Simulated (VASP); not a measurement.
Set up this calculation in VASP 6.6.1, as the native input.

```
Task                   : relaxation of cell and atoms
Functional             : PBE
Potentials or basis    : VASP PAW PBE potentials, release 64 (Zn, S)
Cutoff                 : 600 eV
k mesh                 : 10 × 10 × 10
Occupations            : gaussian, width 0.02 eV
Spin                   : no spin polarisation
Dipole correction      : no
Further INCAR settings : ALGO = Normal; EDIFF = 1e-06; IBRION = 2; EDIFFG = -0.005; NSW = 100; ISIF = 3
```

The structure of ZnS lies in POSCAR:

```
ZnS
1.0
    0.0000000000      2.6936828800      2.6936828800
    2.6936828800      0.0000000000      2.6936828800
    2.6936828800      2.6936828800      0.0000000000
Zn S
1 1
Direct
    0.0000000000      0.0000000000      0.0000000000
    0.7500000000      0.7500000000      0.7500000000
```

One way to write it, as run:

INCAR

```
SYSTEM = ZnS
ALGO     = Normal         ! electronic algorithm
EDIFF    = 1E-6           ! SCF threshold, eV
EDIFFG   = -0.005         ! ionic threshold
ENCUT    = 600            ! plane-wave cutoff, eV
GGA      = PE             ! functional
IBRION   = 2              ! ionic algorithm
ISIF     = 3              ! what is computed and relaxed
ISMEAR   = 0              ! smearing method
LASPH    = .True.         ! aspherical terms in the spheres
LCHARG   = .False.        ! write CHGCAR
LREAL    = .False.        ! projectors in reciprocal space
LWAVE    = .False.        ! write WAVECAR
NELM     = 80             ! most SCF steps
NSW      = 100            ! ionic steps
PREC     = Accurate       ! precision mode
SIGMA    = 0.02           ! smearing width, eV
```

KPOINTS

```
k-points
0
Gamma
  10 10 10
  0 0 0
```

Potentials or basis: VASP PAW PBE potentials, release 64 (Zn, S).

Command:

```console
$ cat potpaw_PBE.64/Zn/POTCAR potpaw_PBE.64/S/POTCAR > POTCAR
$ mpirun -np 1 vasp_std > vasp.out
```

It gave:

```json
{"Relaxed volume": "20.22 Å³/atom", "Relaxed cell": "a = 3.853 Å, b = 3.853 Å, c = 3.853 Å, α = 60.00°, β = 60.00°, γ = 60.00°", "Space group after relaxing (to 0.05 Å)": "F-43m (No. 216)", "Energy gained by relaxing": "4.9 meV/atom", "Ionic steps": "4", "Pressure after relaxing": "0.0 GPa", "Band gap on the k mesh": "2.01 eV, direct"}
```

Wall time 2.5 min on 1 thread of AMD EPYC 7R13, on a shared host, peak memory 0.16 GiB.
